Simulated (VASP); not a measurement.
A run of VASP 6.6.1 is set up as follows.

File INCAR:

```
SYSTEM = Ga
PREC     = Accurate       ! precision mode
ENCUT    = 520            ! plane-wave cutoff, eV
EDIFF    = 1E-7           ! SCF threshold, eV
ISMEAR   = -1             ! smearing method
SIGMA    = 0.1            ! smearing width, eV
LREAL    = .FALSE.        ! projectors in reciprocal space
LASPH    = .TRUE.         ! aspherical terms in the spheres
NELM     = 80             ! most SCF steps
ALGO     = Normal         ! electronic algorithm
ISIF     = 2              ! what is computed and relaxed
LWAVE    = .FALSE.        ! write WAVECAR
LCHARG   = .FALSE.        ! write CHGCAR
GGA      = PE             ! functional
NBANDS   = 12             ! bands
```

Contents of KPOINTS:

```
regular mesh
0
G
  13 13 13
  0 0 0
```

POSCAR

```
Ga
1.0
    0.0000000000      2.1170716256      2.1170716256
    2.1170716256      0.0000000000      2.1170716256
    2.1170716256      2.1170716256      0.0000000000
Ga
1
Direct
    0.0000000000      0.0000000000      0.0000000000
```

Potentials or basis: VASP PAW PBE potentials, release 64 (Ga_d).

Command:

```bash
$ cat potpaw_PBE.64/Ga_d/POTCAR > POTCAR
$ mpirun -np 1 vasp_std > vasp.out
```

(1) What does it give for the pressure?

## Answers

(1) 0.1 GPa.
